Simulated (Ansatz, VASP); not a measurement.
BN: VASP beside Ansatz

```xyz
2
Lattice="0.0000 3.4953 2.1661 1.2516 0.0000 2.1661 1.2516 3.4953 0.0000" Properties=species:S:1:pos:R:3 pbc="T T T"
B     1.2516    3.4953    0.0002
N     1.2516    3.4953    2.8881
```

Alike in both runs: task single point; functional LDA; k mesh 8 × 8 × 8; no spin polarisation.

|  | VASP | Ansatz |
| --- | --- | --- |
| version | VASP 6.6.1 | Ansatz 0.2.0 |
| potentials or method | VASP PAW LDA potentials, release 64 (B, N), cutoff 600 eV | plane waves, PAW |
| occupations | gaussian, width 0.01 eV | fixed |
| valence electrons in the cell | 8 | 8 |

```csv
,VASP,Ansatz,Ansatz less VASP
gap on the k mesh at the Fermi level (eV),3.61,3.63,+0.016
```

LDA's correlation is that of Perdew and Zunger in VASP and of Perdew and Wang (1992) in Ansatz.
